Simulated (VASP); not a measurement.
# W (Pm-3n) in VASP: further runs

The runs below take W through single point, relaxation of cell and atoms, with BLYP.

Program: VASP 6.6.1. These are calculated values, not measurements. Logs are shortened: lines on timing, memory, paths and dates and some standing lists are left out, and cuts for length are marked.

### 1 The cell of the first run

It takes space group Pm-3n (No. 223, cubic). The conventional cell has a = 5.136 Å, b = 5.136 Å, c = 5.136 Å, α = 90.00°, β = 90.00°, γ = 90.00°. W (site symmetry m-3) has 12 W at 2.87 Å within 3.8 Å. Within 3.4 Å of W (site symmetry -4m2) lie 14 W at 2.57 to 3.15 Å.

### 2 Single point, BLYP

Input file INCAR:

```
SYSTEM = W
PREC = Accurate
ENCUT = 520
EDIFF = 1E-7
ISMEAR = -1
SIGMA = 0.1
LREAL = .False.
LASPH = .True.
NELM = 80
ALGO = Normal
ISIF = 2
LWAVE = .False.
LCHARG = .False.
GGA = B5
ALDAX = 1.0
AGGAX = 1.0
AGGAC = 1.0
ALDAC = 0.0
NBANDS = 66
```

Input file KPOINTS:

```
Automatic mesh
0
Gamma
  5 5 5
  0 0 0
```

Input file POSCAR:

```
W
1.0
    5.1357992757      0.0000000000      0.0000000000
    0.0000000000      5.1357992757      0.0000000000
    0.0000000000      0.0000000000      5.1357992757
W
8
Direct
    1.0000000000      0.0000000000      1.0000000000
    0.5000000000      0.5000000000      0.5000000000
    1.0000000000      0.5000000000      0.2500000000
    1.0000000000      0.5000000000      0.7500000000
    0.2500000000      1.0000000000      0.5000000000
    0.7500000000      0.0000000000      0.5000000000
    0.5000000000      0.7500000000      0.0000000000
    0.5000000000      0.2500000000      0.0000000000
```

Potentials or basis: VASP PAW PBE potentials, release 64 (W_sv).

Command:

```
cat potpaw_PBE.64/W_sv/POTCAR > POTCAR
mpirun -np 1 vasp_std > vasp.out
```

OUTCAR:

```text
SYSTEM = W
   PREC = Accurate
   ENCUT = 520
   EDIFF = 1E-7
   ISMEAR = -1
   LREAL = .False.
   LASPH = .True.
   NELM = 80
   ISIF = 2
   GGA = B5

 ion  position               nearest neighbor table
   1  0.000  0.000  0.000-   3 2.87   4 2.87   5 2.87   6 2.87   7 2.87   8 2.87   5 2.87   6 2.87
                             3 2.87   4 2.87   7 2.87   8 2.87
   2  0.500  0.500  0.500-   3 2.87   4 2.87   5 2.87   6 2.87   7 2.87   8 2.87   7 2.87   8 2.87
                             5 2.87   6 2.87   3 2.87   4 2.87
   3  0.000  0.500  0.250-   4 2.57   4 2.57   1 2.87   2 2.87   1 2.87   2 2.87   8 3.15   5 3.15
                             6 3.15   5 3.15   6 3.15   7 3.15   7 3.15   8 3.15
   4  0.000  0.500  0.750-   3 2.57   3 2.57   1 2.87   2 2.87   1 2.87   2 2.87   8 3.15   5 3.15
                             6 3.15   5 3.15   6 3.15   7 3.15   7 3.15   8 3.15
   5  0.250  0.000  0.500-   6 2.57   6 2.57   1 2.87   1 2.87   2 2.87   2 2.87   8 3.15   4 3.15
                             7 3.15   8 3.15   3 3.15   3 3.15   4 3.15   7 3.15
   6  0.750  0.000  0.500-   5 2.57   5 2.57   1 2.87   1 2.87   2 2.87   2 2.87   8 3.15   4 3.15
                             7 3.15   8 3.15   3 3.15   3 3.15   4 3.15   7 3.15
   7  0.500  0.750  0.000-   8 2.57   8 2.57   1 2.87   2 2.87   2 2.87   1 2.87   3 3.15   4 3.15
                             5 3.15   6 3.15   5 3.15   6 3.15   3 3.15   4 3.15
   8  0.500  0.250  0.000-   7 2.57   7 2.57   1 2.87   2 2.87   2 2.87   1 2.87   3 3.15   4 3.15
                             5 3.15   6 3.15   5 3.15   6 3.15   3 3.15   4 3.15

  LATTYP: Found a simple cubic cell.
 ALAT       =     5.1357992757

  Lattice vectors:

 A1 = (   5.1357992757,   0.0000000000,   0.0000000000)
 A2 = (   0.0000000000,   5.1357992757,   0.0000000000)
 A3 = (   0.0000000000,   0.0000000000,   5.1357992757)

Analysis of symmetry for initial positions (statically):
=====================================================================
 Subroutine PRICEL returns:
 Original cell was already a primitive cell.

 Routine SETGRP: Setting up the symmetry group for a
 simple cubic supercell.

 Subroutine GETGRP returns: Found 48 space group operations
 (whereof 24 operations were pure point group operations)
 out of a pool of 48 trial point group operations.

The static configuration has the point symmetry T_h .
 The point group associated with its full space group is O_h .

Analysis of symmetry for dynamics (positions and initial velocities):
=====================================================================
 Subroutine PRICEL returns:
 Original cell was already a primitive cell.

[... 112 lines left out ...]
   ISYM   =      2    0-nonsym 1-usesym 2-fastsym
   POTIM  = 0.5000    time-step for ionic-motion
   TEBEG  =    0.0;   TEEND  =   0.0 temperature during run
   PSTRESS=    0.0 pullay stress
   NELECT =     112.0000    total number of electrons
   NUPDOWN=      -1.0000    fix difference up-down
   EMIN   =  10.00;   EMAX   =-10.00  energy-range for DOS
   EFERMI =   0.00;   METHOD = LEGACY
   ISMEAR =    -1;   SIGMA  =   0.10  broadening in eV -4-tet -1-fermi 0-gaus
   EFERMI_NEDOS =   21; number of points for ismear=-14 and -15
   IALGO  =     38    algorithm
   IMIX   =      4    mixing-type and parameters
     AMIX     =   0.40;   BMIX     =  1.00
     AMIX_MAG =   1.60;   BMIX_MAG =  1.00
  volume/ion in A,a.u.               =      16.93       114.27
  Fermi-wavevector in a.u.,A,eV,Ry     =   1.536524  2.903610 32.122093  2.360907
  Thomas-Fermi vector in A             =   2.643161
   LORBIT       =      0    0 simple, 1 ext, 2 COOP (PROOUT), +10 PAW based schemes
   GGA     = B5    functional components
   LHFCALC =     F    Hartree Fock is set to
   AEXX    =    0.0000 exact exchange contribution
   IVDW    =     0    specifies the selected vdW correction
   LEPSILON=     F    determine dielectric tensor
   LRPA    =     F    only Hartree local field effects (RPA)
 non-spin polarized calculation
  energy-cutoff  :      520.00
  volume of cell :      135.46
 maximum number of plane-waves:      3743
 NGX is ok and might be reduce to    40
   NGX = 19   NGY = 19   NGZ = 19

 number of electron     112.0000028 magnetization

 Free energy of the ion-electron system (eV)
  ---------------------------------------------------
  ext. energy  EPLUGINS =         0.00000000
  ---------------------------------------------------
  free energy    TOTEN  =       -89.65686282 eV

  energy without entropy =      -89.55150895  energy(sigma->0) =      -89.60418589

 E-fermi :  10.7861     XC(G=0): -12.6164

 val. band max:       10.7798584183   @ k =   0.4000   0.0000   0.0000
 cond. band min:      10.8887335478   @ k =   0.4000   0.4000   0.2000
 fundamental gap:      0.1088751295
 Fermi energy:        10.7861065784

 k-point     1 :       0.0000    0.0000    0.0000
  band No.  band energies     occupation
      1     -62.8125      2.00000
      2     -62.7742      2.00000
      3     -62.7742      2.00000
      4     -62.6524      2.00000
      5     -62.6524      2.00000
      6     -62.6524      2.00000
[... 679 lines left out ...]
     65      13.2156      0.00000
     66      13.2272      0.00000

------------------------ aborting loop because EDIFF is reached ----------------------------------------

  FORCE on cell =-STRESS in cart. coord.  units (eV):
  Direction    XX          YY          ZZ          XY          YZ          ZX
  --------------------------------------------------------------------------------------
  -------------------------------------------------------------------------------------
  Total        1.3505963      1.3505963      1.3505963      0.0000000     -0.0000000     -0.0000000
  in kB       15.9739389     15.9739389     15.9739389      0.0000000     -0.0000000     -0.0000000
  external PRESSURE =      15.9739389 kB  Pullay stress =       0.0000000 kB

 VOLUME and BASIS-vectors are now :
 -----------------------------------------------------------------------------
  energy-cutoff  :      520.00
  volume of cell :      135.46
      direct lattice vectors                 reciprocal lattice vectors
     5.135799276  0.000000000  0.000000000     0.194711660  0.000000000  0.000000000
     0.000000000  5.135799276  0.000000000     0.000000000  0.194711660  0.000000000
     0.000000000  0.000000000  5.135799276     0.000000000  0.000000000  0.194711660

 POSITION                                       TOTAL-FORCE (eV/Angst)
 -----------------------------------------------------------------------------------
      0.00000      0.00000      0.00000         0.000000      0.000000     -0.000000
      2.56790      2.56790      2.56790         0.000000      0.000000     -0.000000
      0.00000      2.56790      1.28395         0.000000     -0.000000     -0.000000
      0.00000      2.56790      3.85185        -0.000000      0.000000     -0.000000
      1.28395      0.00000      2.56790        -0.000000     -0.000000      0.000000
      3.85185      0.00000      2.56790         0.000000     -0.000000     -0.000000
      2.56790      3.85185      0.00000         0.000000      0.000000      0.000000
      2.56790      1.28395      0.00000        -0.000000      0.000000     -0.000000
 -----------------------------------------------------------------------------------
    total drift:                               -0.000000     -0.000000      0.000000

  FREE ENERGIE OF THE ION-ELECTRON SYSTEM (eV)
  ---------------------------------------------------
  free  energy   TOTEN  =       -89.6568628229 eV

  energy  without entropy=      -89.5515089519  energy(sigma->0) =      -89.60418589
```

stdout:

```text
POSCAR found type information on POSCAR W
 POSCAR found :  1 types and       8 ions
 scaLAPACK will be used
 -----------------------------------------------------------------------------
|                                                                             |
|                                                                             |
|     You enforced a specific xc type in the INCAR file but a different       |
|     I HOPE YOU KNOW WHAT YOU ARE DOING!                                     |
|                                                                             |
 -----------------------------------------------------------------------------

 LDA part: xc-table for (Slater(with rela. corr.)+VWN5), standard interpolation
 POSCAR, INCAR and KPOINTS ok, starting setup
 FFT: planning ... GRIDC
 FFT: planning ... GRID_SOFT
 FFT: planning ... GRID
 WAVECAR not read
 entering main loop
```

It took 5.1 min on 1 thread of Intel Xeon 8259CL, shared host; peak memory 0.26 GiB.

Results:

- Free energy: -89.6569 eV
- Pressure: 1.6 GPa
- Band gap on the k mesh: zero (bands 56 and 57 overlap by 0.48 eV)

Caveat: the PAW data sets were made with another functional, which shifts forces and pressure a little; spin-orbit coupling is left out, which moves the levels of the heavy elements.

### 3 Single point, BLYP

Input file INCAR:

```
SYSTEM = W
  AGGAC = 1.0
  AGGAX = 1.0
  ALDAC = 0.0
  ALDAX = 1.0
  ALGO = Normal
  EDIFF = 1E-7
  ENCUT = 520
  GGA = B5
  ISIF = 2
  ISMEAR = -1
  LASPH = .TRUE.
  LCHARG = .FALSE.
  LREAL = .FALSE.
  LWAVE = .FALSE.
  NBANDS = 66
  NELM = 80
  PREC = Accurate
  SIGMA = 0.1
```

Input file KPOINTS:

```
k-points
0
G
  7 7 7
  0 0 0
```

POSCAR is that of step 2.

Potentials or basis: VASP PAW PBE potentials, release 64 (W_sv).

Command:

```
cat potpaw_PBE.64/W_sv/POTCAR > POTCAR
mpirun -np 1 vasp_std > vasp.out
```

It took 7.3 min on 1 thread of Intel Xeon 8259CL, shared host; peak memory 0.31 GiB.

It converged, with:

| Item | Value |
| --- | --- |
| Free energy | -89.6355 eV |
| Pressure | 1.8 GPa |
| Band gap on the k mesh | zero (bands 56 and 57 overlap by 0.57 eV) |

Levels at points of the mesh, in eV from the Fermi level:
```
           k point  band 52  band 53  band 54  band 55  band 56  band 57  band 58  band 59  band 60  band 61
(0.00, 0.00, 0.00)    -1.81    -1.41    -1.41    -0.40    -0.40    -0.40     1.52     1.52     1.52     1.54
```

Caveat: the PAW data sets were made with another functional, which shifts forces and pressure a little; spin-orbit coupling is left out, which moves the levels of the heavy elements.

### 4 Relaxation of cell and atoms, BLYP

This run uses another cell than the first one, of 16.42 Å³/atom.

Input file INCAR:

```
PREC = Accurate
ENCUT = 600
EDIFF = 1E-7
ISMEAR = -1
SIGMA = 0.1
LREAL = F
LASPH = T
NELM = 100
ALGO = Normal
ISIF = 3
LWAVE = F
LCHARG = F
GGA = B5
ALDAX = 1.0
AGGAX = 1.0
AGGAC = 1.0
ALDAC = 0.0
IBRION = 2
NSW = 80
EDIFFG = -0.01
```

Input file KPOINTS:

```
Automatic mesh
0
Gamma
  5 5 5
```

Input file POSCAR:

```
W
1.0
    5.0830000000      0.0000000000      0.0000000000
    0.0000000000      5.0830000000      0.0000000000
    0.0000000000      0.0000000000      5.0830000000
W
8
Direct
    0.0000000000      0.0000000000      0.0000000000
    0.5000000000      0.5000000000      0.5000000000
    0.0000000000      0.5000000000      0.2500000000
    0.0000000000      0.5000000000      0.7500000000
    0.2500000000      0.0000000000      0.5000000000
    0.7500000000      0.0000000000      0.5000000000
    0.5000000000      0.7500000000      0.0000000000
    0.5000000000      0.2500000000      0.0000000000
```

Command:

```
cat potpaw_PBE.64/W_sv/POTCAR > POTCAR
mpirun -np 1 vasp_std > vasp.out
```

Run time: 16 min. Hardware: 1 thread of Intel Xeon 8259CL, shared host; peak memory 0.31 GiB.

The run converged. Its results:

* Free energy: -89.6589 eV
* Relaxed volume: 17.04 Å³/atom
* Relaxed cell: a = 5.146 Å, b = 5.146 Å, c = 5.146 Å, α = 90.00°, β = 90.00°, γ = 90.00°
* Space group after relaxing (to 0.1 Å): Pm-3n (No. 223)
* Energy gained by relaxing: 20.2 meV/atom
* Ionic steps: 4
* Pressure after relaxing: 0.0 GPa
* Band gap on the k mesh: zero (bands 56 and 57 overlap by 0.47 eV)

The path:
```tsv
step	energy change (eV)	largest force (eV/Å)	pressure (GPa)	volume (Å³)
1	0.0000	0.0000	10.81	131.33
2	1.3181	0.0000	-24.66	153.52
3	-0.1610	0.0000	-0.52	136.53
4	-0.1615	0.0000	-0.03	136.28
```

Final structure:
```cif
data_structure
_symmetry_space_group_name_H-M 'P 1'
_symmetry_Int_Tables_number 1
_cell_length_a 5.1461
_cell_length_b 5.1461
_cell_length_c 5.1461
_cell_angle_alpha 90.000
_cell_angle_beta 90.000
_cell_angle_gamma 90.000
_cell_volume 136.28
loop_
_atom_site_label
_atom_site_type_symbol
_atom_site_fract_x
_atom_site_fract_y
_atom_site_fract_z
_atom_site_occupancy
W1 W 0.00000 0.00000 0.00000 1
W2 W 0.50000 0.50000 0.50000 1
W3 W 0.00000 0.50000 0.25000 1
W4 W 0.00000 0.50000 0.75000 1
W5 W 0.25000 0.00000 0.50000 1
W6 W 0.75000 0.00000 0.50000 1
W7 W 0.50000 0.75000 0.00000 1
W8 W 0.50000 0.25000 0.00000 1
```

Levels at points of the mesh, in eV from the Fermi level:
```
           k point  band 52  band 53  band 54  band 55  band 56  band 57  band 58  band 59  band 60  band 61
(0.00, 0.00, 0.00)    -1.79    -1.37    -1.37    -0.37    -0.37    -0.37     1.53     1.53     1.53     1.55
```

Caveat: the PAW data sets were made with another functional, which shifts forces and pressure a little; spin-orbit coupling is left out, which moves the levels of the heavy elements. Zero-point motion and thermal expansion aren't in these numbers.

### 5 The runs side by side

| task | cell | k mesh | cutoff (eV) | gap on the mesh (eV) | pressure (GPa) |
| --- | --- | --- | --- | --- | --- |
| single point | a = 5.136 Å, 8 atoms | 5 × 5 × 5 | 520 | none | 1.6 |
| single point | a = 5.136 Å, 8 atoms | 7 × 7 × 7 | 520 | none | 1.8 |
| relaxation of cell and atoms | relaxed from a = 5.083 Å, 8 atoms | 5 × 5 × 5 | 600 | none | 0.0 |

Alike in all rows: level BLYP; potentials or basis VASP PAW PBE potentials, release 64 (W_sv); no spin polarisation; smearing fermi-dirac 0.1 eV.

Caveats: the PAW data sets were made with another functional, which shifts forces and pressure a little; spin-orbit coupling is left out, which moves the levels of the heavy elements.

Absolute energies hang on the potentials; compare differences alone.

The gap in the log of VASP goes by the Fermi energy; the results here count the filled bands.